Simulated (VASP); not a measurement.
A run of VASP 6.6.1 is set up as follows.

Contents of INCAR:

```
SYSTEM = PbS
PREC     = Accurate       ! precision mode
ENCUT    = 520            ! plane-wave cutoff, eV
EDIFF    = 1E-6           ! SCF threshold, eV
ISMEAR   = -1             ! smearing method
SIGMA    = 0.05           ! smearing width, eV
LREAL    = .False.        ! projectors in reciprocal space
LASPH    = .True.         ! aspherical terms in the spheres
NELM     = 100            ! most SCF steps
ALGO     = Normal         ! electronic algorithm
ISIF     = 2              ! what is computed and relaxed
LWAVE    = .False.        ! write WAVECAR
LCHARG   = .True.         ! write CHGCAR
GGA      = VW             ! functional
LELF     = .True.         ! ELF
LVHAR    = .True.       
NBANDS   = 17             ! bands
```

The input KPOINTS:

```
Automatic mesh
0
Gamma
  8 8 8
  0 0 0
```

POSCAR

```
PbS
1.0
    0.0000000000      2.9853913009      2.9853913009
    2.9853913009      0.0000000000      2.9853913009
    2.9853913009      2.9853913009      0.0000000000
Pb S
1 1
Direct
    0.0000000000      0.0000000000      0.0000000000
    0.5000000000      0.5000000000      0.5000000000
```

Potentials or basis: VASP PAW PBE potentials, release 64 (Pb_d, S).

Command:

```bash
$ cat potpaw_PBE.64/Pb_d/POTCAR potpaw_PBE.64/S/POTCAR > POTCAR
$ mpirun -np 1 vasp_std > vasp.out
```

Problem. Estimate the pressure.

Solution. -3.6 GPa.

Problem. Estimate the band gap on the k mesh.

Solution. 0.31 eV, direct.

Caveat: the PAW data sets were made with another functional, which shifts forces and pressure a little; spin-orbit coupling is left out, which moves the levels of the heavy elements. A k mesh can miss the band edges.
